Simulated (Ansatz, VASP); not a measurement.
# Two plane-wave programs on ZrAl3N4

INCAR

```
PREC = Accurate
ENCUT = 600
EDIFF = 1E-6
ISMEAR = 0
SIGMA = 0.1
LREAL = F
LASPH = T
NELM = 80
ALGO = Fast
ISIF = 3
LWAVE = F
LCHARG = F
GGA = PE
IBRION = 2
NSW = 100
EDIFFG = -0.01
```

The input KPOINTS:

```
Automatic mesh
0
Gamma
  12 12 6
```

POSCAR

```
ZrAl3N4
1.0
    3.0262622699      0.0000000000      0.0000000000
    0.0000000000      3.0262622699      0.0000000000
    0.0000000000      0.0000000000      8.5117241702
Zr Al N
1 3 4
Direct
    0.5000000000      0.5000000000      0.0000000000
    0.0000000000      0.0000000000      0.7325959719
    0.0000000000      0.0000000000      0.2674040281
    0.5000000000      0.5000000000      0.5000000000
    0.0000000000      0.0000000000      0.0000000000
    0.5000000000      0.5000000000      0.2700194881
    0.0000000000      0.0000000000      0.5000000000
    0.5000000000      0.5000000000      0.7299805119
```

Input for Ansatz:

```yaml
crystal:
  lattice:
    - [3.0262622699, 0.0, 0.0]
    - [0.0, 3.0262622699, 0.0]
    - [0.0, 0.0, 8.5117241702]
  atoms:
    - { symbol: Zr, position: [0.5, 0.5, 0.0] }
    - { symbol: Al, position: [0.0, 0.0, 0.7325959719] }
    - { symbol: Al, position: [0.0, 0.0, 0.2674040281] }
    - { symbol: Al, position: [0.5, 0.5, 0.5] }
    - { symbol: "N", position: [0.0, 0.0, 0.0] }
    - { symbol: "N", position: [0.5, 0.5, 0.2700194881] }
    - { symbol: "N", position: [0.0, 0.0, 0.5] }
    - { symbol: "N", position: [0.5, 0.5, 0.7299805119] }
basis:
  ecutwfc: 420
kpoints:
  mp_grid: { grid: [12, 12, 6] }
hamiltonian:
  xc: pbe
scf:
  occupations: { method: gaussian, width: 0.1 }
output:
  forces: true
  stress: true
  eigenvalues: true
relax:
  adjacent_minimum: "off"
  f_tol: 0.01
  max_steps: 80
  cell: { stress_tol: 0.05 }
```

Alike in both runs: task relaxation of cell and atoms; functional PBE; k mesh 12 × 12 × 6; occupations gaussian, width 0.1 eV; no spin polarisation.

|  | VASP | Ansatz |
| --- | --- | --- |
| version | VASP 6.6.1 | Ansatz 0.2.0 |
| potentials or method | VASP PAW PBE potentials, release 64 (Zr_sv, Al, N), cutoff 600 eV | scalar-relativistic, plane waves, PAW |
| valence electrons in the cell | 41 | 41 |

```tsv
	VASP	Ansatz	Ansatz less VASP
gap on the k mesh at the Fermi level, each at its own relaxed structure (eV)	none	none	-
relaxed volume (Å³/atom)	9.74	9.75	+0.006
relaxed length of the cell vector where the two differ most in proportion (Å)	8.484	8.488	+0.0041
```

A gap of «none» marks a metal or a gap that the smearing closes.
